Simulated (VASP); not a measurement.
# Hf (P6_3/mmc) in VASP: single point with PBE

Aim: the single point of Hf with PBE.

All numbers are computed with VASP 6.6.1; they aren't measurements. Logs are shortened: lines on timing, memory, paths and dates and some standing lists are left out, and cuts for length are marked.

**1. The cell of the first run**

It takes space group P6_3/mmc (No. 194, hexagonal). Conventional cell: a = 3.204 Å, b = 3.204 Å, c = 5.065 Å, α = 90.00°, β = 90.00°, γ = 120.00°. Within 4.1 Å of Hf (site symmetry -6m2) lie 12 Hf at 3.14 to 3.20 Å.

**2. Single point, PBE**

The input, POSCAR:

```
Hf
1.0
    3.2044159556      0.0000000000      0.0000000000
   -1.6022079778      2.7751056218      0.0000000000
    0.0000000000      0.0000000000      5.0650057041
Hf
2
Direct
    0.3333333333      0.6666666667      0.2500000000
    0.6666666667      0.3333333333      0.7500000000
```

The input, INCAR.step1:

```
PREC = Accurate ; ENCUT = 520
EDIFF = 1E-7 ; ISMEAR = -1
SIGMA = 0.05 ; LREAL = False
LASPH = True ; NELM = 60
ALGO = Normal ; ISIF = 2
LWAVE = False ; LCHARG = True
LMAXMIX = 4 ; GGA = PE
NBANDS = 17
```

The input, KPOINTS.step1:

```
regular mesh
0
Gamma
  14 14 8
```

The input, INCAR.step2:

```
PREC = Accurate ; ENCUT = 520
EDIFF = 1E-7 ; ISMEAR = -5
SIGMA = 0.05 ; LREAL = False
LASPH = True ; NELM = 60
ALGO = Normal ; ISIF = 2
LWAVE = False ; LCHARG = False
LMAXMIX = 4 ; GGA = PE
LORBIT = 11 ; NEDOS = 1001
ICHARG = 11
```

The input, KPOINTS.step2:

```
regular mesh
0
Gamma
  21 21 12
```

Potentials or basis: VASP PAW PBE potentials, release 64 (Hf_pv).

The run is started by

```console
> cat potpaw_PBE.64/Hf_pv/POTCAR > POTCAR
> cp INCAR.step1 INCAR
> cp KPOINTS.step1 KPOINTS
> mpirun -np 1 vasp_std > vasp.out
> cp INCAR.step2 INCAR
> cp KPOINTS.step2 KPOINTS
> mpirun -np 1 vasp_std > vasp.out
```

OUTCAR:

```text
PREC = Accurate
   ENCUT = 520
   EDIFF = 1E-7
   ISMEAR = -5
   LREAL = False
   LASPH = True
   NELM = 60
   ISIF = 2
   GGA = PE
   LORBIT = 11
   ICHARG = 11

 ion  position               nearest neighbor table
   1  0.333  0.667  0.250-   2 3.14   2 3.14   2 3.14   2 3.14   2 3.14   2 3.14
   2  0.667  0.333  0.750-   1 3.14   1 3.14   1 3.14   1 3.14   1 3.14   1 3.14

  LATTYP: Found a hexagonal cell.
 ALAT       =     3.2044159556
 C/A-ratio  =     1.5806330309

  Lattice vectors:

 A1 = (   3.2044159556,   0.0000000000,   0.0000000000)
 A2 = (  -1.6022079778,   2.7751056218,   0.0000000000)
 A3 = (   0.0000000000,   0.0000000000,   5.0650057041)

Analysis of symmetry for initial positions (statically):
=====================================================================
 Subroutine PRICEL returns:
 Original cell was already a primitive cell.

 Routine SETGRP: Setting up the symmetry group for a
 hexagonal supercell.

 Subroutine GETGRP returns: Found 24 space group operations
 (whereof 12 operations were pure point group operations)
 out of a pool of 24 trial point group operations.

The static configuration has the point symmetry D_3d.
 The point group associated with its full space group is D_6h.

Analysis of symmetry for dynamics (positions and initial velocities):
=====================================================================
 Subroutine PRICEL returns:
 Original cell was already a primitive cell.

 Routine SETGRP: Setting up the symmetry group for a
 hexagonal supercell.

 Subroutine GETGRP returns: Found 24 space group operations
 (whereof 12 operations were pure point group operations)
 out of a pool of 24 trial point group operations.

The dynamic configuration has the point symmetry D_3d.
 The point group associated with its full space group is D_6h.

 Subroutine INISYM returns: Found 24 space group operations
 (whereof 12 operations are pure point group operations),
 and found     1 'primitive' translations

----------------------------------------------------------------------------------------

                                     Primitive cell

  volume of cell :      45.0410

  direct lattice vectors                    reciprocal lattice vectors
     3.204415956  0.000000000  0.000000000     0.312069349  0.180173322  0.000000000
    -1.602207978  2.775105622  0.000000000     0.000000000  0.360346645  0.000000000
     0.000000000  0.000000000  5.065005704     0.000000000  0.000000000  0.197433144

  length of vectors
     3.204415956  3.204415956  5.065005704     0.360346645  0.360346645  0.197433144

  position of ions in fractional coordinates (direct lattice)
     0.333333333  0.666666667  0.250000000
     0.666666667  0.333333333  0.750000000

  ion indices of the primitive-cell ions
   primitive index   ion index
                 1           1
                 2           2

----------------------------------------------------------------------------------------

 KPOINTS: regular mesh

Automatic generation of k-mesh.
 Grid dimensions read from file:
 generate k-points for:   21   21   12

 Generating k-lattice:

  Cartesian coordinates                     Fractional coordinates (reciprocal lattice)
     0.014860445  0.008579682  0.000000000     0.047619048  0.000000000  0.000000000
     0.000000000  0.017159364  0.000000000     0.000000000  0.047619048  0.000000000
     0.000000000  0.000000000  0.016452762     0.000000000  0.000000000  0.083333333

  Length of vectors
     0.017159364  0.017159364  0.016452762

  Shift w.r.t. Gamma in fractional coordinates (k-lattice)
     0.000000000  0.000000000  0.000000000

 TETIRR: Found   5376 inequivalent tetrahedra from    31752

 Subroutine IBZKPT returns following result:
 ===========================================

 Found    336 irreducible k-points:

 Following reciprocal coordinates:
            Coordinates               Weight
  0.000000  0.000000  0.000000      1.000000
  0.047619  0.000000  0.000000      6.000000
  0.095238  0.000000  0.000000      6.000000
  0.142857  0.000000  0.000000      6.000000
  0.190476  0.000000  0.000000      6.000000
  0.238095  0.000000  0.000000      6.000000
[... 16 lines left out ...]
  0.142857  0.095238  0.000000     12.000000
  0.190476  0.095238  0.000000     12.000000
 [... further k-points ...]
   k-points           NKPTS =    336   k-points in BZ     NKDIM =    336   number of bands    NBANDS=     14
   number of dos      NEDOS =   1001   number of ions     NIONS =      2
   total plane-waves  NPLWV =  23040
   dimension x,y,z NGX =    24 NGY =   24 NGZ =   40
   dimension x,y,z NGXF=    48 NGYF=   48 NGZF=   80
   ions per type =               2
   NGX,Y,Z   is equivalent  to a cutoff of  12.45, 12.45, 13.13 a.u.
   NGXF,Y,Z  is equivalent  to a cutoff of  24.90, 24.90, 26.26 a.u.
 SYSTEM =  unknown system
   PREC   = accura    normal or accurate (medium, high low for compatibility)
   ISTART =      0    job   : 0-new  1-cont  2-samecut
   ICHARG =     11    charge: 1-file 2-atom 10-const
   ISPIN  =      1    spin polarized calculation?
   LNONCOLLINEAR =      F non collinear calculations
   LSORBIT =      F    spin-orbit coupling
   LASPH  =      T    aspherical Exc in radial PAW
   ENCUT  =  520.0 eV  38.22 Ry    6.18 a.u.   5.96  5.96  9.42*2*pi/ulx,y,z
   NELM   =     60;   NELMIN=  2; NELMDL=  0     # of ELM steps
   EDIFF  = 0.1E-06   stopping-criterion for ELM
   LREAL  =      F    real-space projection
   EDIFFG = 0.1E-05   stopping-criterion for IOM
   NSW    =      0    number of steps for IOM
   IBRION =     -1    ionic relax: 0-MD 1-quasi-New 2-CG
   NFREE  =      0    steps in history (QN), initial steepest desc. (CG)
   ISIF   =      2    stress and relaxation
   ISYM   =      2    0-nonsym 1-usesym 2-fastsym
   POTIM  = 0.5000    time-step for ionic-motion
   TEBEG  =    0.0;   TEEND  =   0.0 temperature during run
   PSTRESS=    0.0 pullay stress
   NELECT =      20.0000    total number of electrons
   NUPDOWN=      -1.0000    fix difference up-down
   EMIN   =  10.00;   EMAX   =-10.00  energy-range for DOS
   EFERMI =   0.00;   METHOD = LEGACY
   ISMEAR =    -5;   SIGMA  =   0.05  broadening in eV -4-tet -1-fermi 0-gaus
   EFERMI_NEDOS =   21; number of points for ismear=-14 and -15
   IALGO  =     38    algorithm
   IMIX   =      4    mixing-type and parameters
     AMIX     =   0.40;   BMIX     =  1.00
     AMIX_MAG =   1.60;   BMIX_MAG =  1.00
  volume/ion in A,a.u.               =      22.52       151.98
  Fermi-wavevector in a.u.,A,eV,Ry     =   1.248961  2.360193 21.223761  1.559902
  Thomas-Fermi vector in A             =   2.383023
   LORBIT       =     11    0 simple, 1 ext, 2 COOP (PROOUT), +10 PAW based schemes
   GGA     = PE    functional components
   LHFCALC =     F    Hartree Fock is set to
   AEXX    =    0.0000 exact exchange contribution
   IVDW    =     0    specifies the selected vdW correction
   LEPSILON=     F    determine dielectric tensor
   LRPA    =     F    only Hartree local field effects (RPA)
 non-spin polarized calculation
 Fermi weights with tetrahedron method with Bloechl corrections
  energy-cutoff  :      520.00
  volume of cell :       45.04
 maximum number of plane-waves:      1236
 NGX is ok and might be reduce to    24

 number of electron      20.0000005 magnetization

 Free energy of the ion-electron system (eV)
  ---------------------------------------------------
  ext. energy  EPLUGINS =         0.00000000
  ---------------------------------------------------
  free energy    TOTEN  =       -19.85031858 eV

  energy without entropy =      -19.85031858  energy(sigma->0) =      -19.85031858

 E-fermi :   4.8873     XC(G=0): -11.2529

 val. band max:        4.9240985524   @ k =   0.0952   0.0476   0.0000
 cond. band min:       4.8606964987   @ k =   0.2857   0.1905   0.5000
 fundamental gap:     -0.0634020537
 Fermi energy:         4.8873000257

 k-point     1 :       0.0000    0.0000    0.0000
  band No.  band energies     occupation
      1     -26.2097      2.00000
      2     -25.4805      2.00000
      3     -25.4805      2.00000
      4     -25.3603      2.00000
      5     -25.3548      2.00000
      6     -25.3548      2.00000
      7      -2.4858      2.00000
      8       1.1871      2.00000
      9       5.4989      0.00000
     10       6.0505      0.00000
     11       6.0505      0.00000
     12       6.3354      0.00000
     13       6.8668      0.00000
     14       6.8668      0.00000

 k-point     2 :       0.0476    0.0000    0.0000
  band No.  band energies     occupation
      1     -26.2039      2.00000
      2     -25.4928      2.00000
      3     -25.4847      2.00000
      4     -25.3678      2.00000
      5     -25.3630      2.00000
      6     -25.3564      2.00000
      7      -2.4173      2.00000
      8       1.2551      2.00000
      9       5.4067      0.00000
     10       5.8262      0.00000
     11       6.1147      0.00000
     12       6.5166      0.00000
     13       6.7902      0.00000
     14       6.9277      0.00000

 k-point     3 :       0.0952    0.0000    0.0000
  band No.  band energies     occupation
      1     -26.1869      2.00000
      2     -25.5287      2.00000
      3     -25.4967      2.00000
      4     -25.4055      2.00000
      5     -25.3710      2.00000
      6     -25.3612      2.00000
      7      -2.2151      2.00000
      8       1.4527      2.00000
      9       5.1504     -0.16698
     10       5.4585      0.00000
     11       6.3060      0.00000
     12       6.5587      0.00000
     13       6.8022      0.00000
     14       7.1104      0.00000

 k-point     4 :       0.1429    0.0000    0.0000
  band No.  band energies     occupation
      1     -26.1593      2.00000
      2     -25.5849      2.00000
      3     -25.5151      2.00000
      4     -25.4637      2.00000
      5     -25.3843      2.00000
      6     -25.3693      2.00000
      7      -1.8888      2.00000
      8       1.7584      2.00000
      9       4.7816      1.87399
     10       5.0582      0.06270
     11       6.2663      0.00000
     12       6.6212      0.00000
     13       6.8982      0.00000
     14       6.9963      0.00000

 k-point     5 :       0.1905    0.0000    0.0000
  band No.  band energies     occupation
      1     -26.1223      2.00000
      2     -25.6566      2.00000
      3     -25.5379      2.00000
      4     -25.5359      2.00000
      5     -25.4030      2.00000
      6     -25.3799      2.00000
      7      -1.4545      2.00000
      8       2.1258      2.00000
      9       4.3608      2.00000
     10       4.6792      2.06002
     11       5.9568      0.00000
[... 276 lines left out ...]
 k-point    22 :       0.0952    0.0952    0.0000
  band No.  band energies     occupation
      1     -26.1432      2.00000
      2     -25.6053      2.00000
      3     -25.5541      2.00000
      4     -25.4709      2.00000
      5     -25.3924      2.00000
      6     -25.3818      2.00000
      7      -1.6976      2.00000
      8       1.9370      2.00000
      9       4.6020      2.05396
     10       4.8500      1.37335
     11       6.1392      0.00000
     12       6.5823      0.00000
     13       6.8387      0.00000
     14       7.0649      0.00000

 k-point    23 :       0.1429    0.0952    0.0000
  band No.  band energies     occupation
      1     -26.1070      2.00000
      2     -25.6656      2.00000
      3     -25.6095      2.00000
      4     -25.5080      2.00000
      5     -25.4111      2.00000
      6     -25.3980      2.00000
      7      -1.2703      2.00000
      8       2.3012      2.00000
      9       4.2328      2.00000
     10       4.4933      2.00000
     11       5.8740      0.00000
     12       6.2644      0.00000
     13       6.8932      0.00000
     14       7.2871      0.00000

 k-point    24 :       0.1905    0.0952    0.0000
  band No.  band energies     occupation
      1     -26.0634      2.00000
      2     -25.7386      2.00000
      3     -25.6691      2.00000
      4     -25.5471      2.00000
      5     -25.4350      2.00000
      6     -25.4149      2.00000
      7      -0.7567      2.00000
      8       2.6528      2.00000
      9       3.8563      2.00000
     10       4.1956      2.00000
     11       5.6612      0.00000
     12       5.9925      0.00000
     13       6.6823      0.00000
     14       7.7129      0.00000

 [... further k-points ...]

------------------------ aborting loop because EDIFF is reached ----------------------------------------

  FORCE on cell =-STRESS in cart. coord.  units (eV):
  Direction    XX          YY          ZZ          XY          YZ          ZX
  --------------------------------------------------------------------------------------
  -------------------------------------------------------------------------------------
  Total       -0.1187026     -0.1187026     -0.1193186     -0.0000000      0.0000000      0.0000000
  in kB       -4.2224302     -4.2224302     -4.2443407     -0.0000000      0.0000000      0.0000000
  external PRESSURE =      -4.2297337 kB  Pullay stress =       0.0000000 kB

 VOLUME and BASIS-vectors are now :
 -----------------------------------------------------------------------------
  energy-cutoff  :      520.00
  volume of cell :       45.04
      direct lattice vectors                 reciprocal lattice vectors
     3.204415956  0.000000000  0.000000000     0.312069349  0.180173322  0.000000000
    -1.602207978  2.775105622  0.000000000     0.000000000  0.360346645  0.000000000
     0.000000000  0.000000000  5.065005704     0.000000000  0.000000000  0.197433144

 POSITION                                       TOTAL-FORCE (eV/Angst)
 -----------------------------------------------------------------------------------
     -0.00000      1.85007      1.26625         0.000000      0.000000      0.000000
      1.60221      0.92504      3.79875        -0.000000     -0.000000      0.000000
 -----------------------------------------------------------------------------------
    total drift:                               -0.000000      0.000000     -0.000000

  FREE ENERGIE OF THE ION-ELECTRON SYSTEM (eV)
  ---------------------------------------------------
  free  energy   TOTEN  =       -19.8503185781 eV

  energy  without entropy=      -19.8503185781  energy(sigma->0) =      -19.85031858

 total charge

# of ion       s       p       d       tot
------------------------------------------
    1        0.392   6.385   1.537   8.314
    2        0.392   6.385   1.537   8.314
--------------------------------------------------
tot          0.784  12.770   3.074  16.628
```

It took 71 s on 1 thread of Intel Xeon Platinum 8559C (Emerald Rapids), shared host; peak memory 0.29 GiB.

Results:

```
Valence electrons inside the program's atomic spheres : Hf 8.31
```

Caveat: spin-orbit coupling is left out, which moves the levels of the heavy elements.
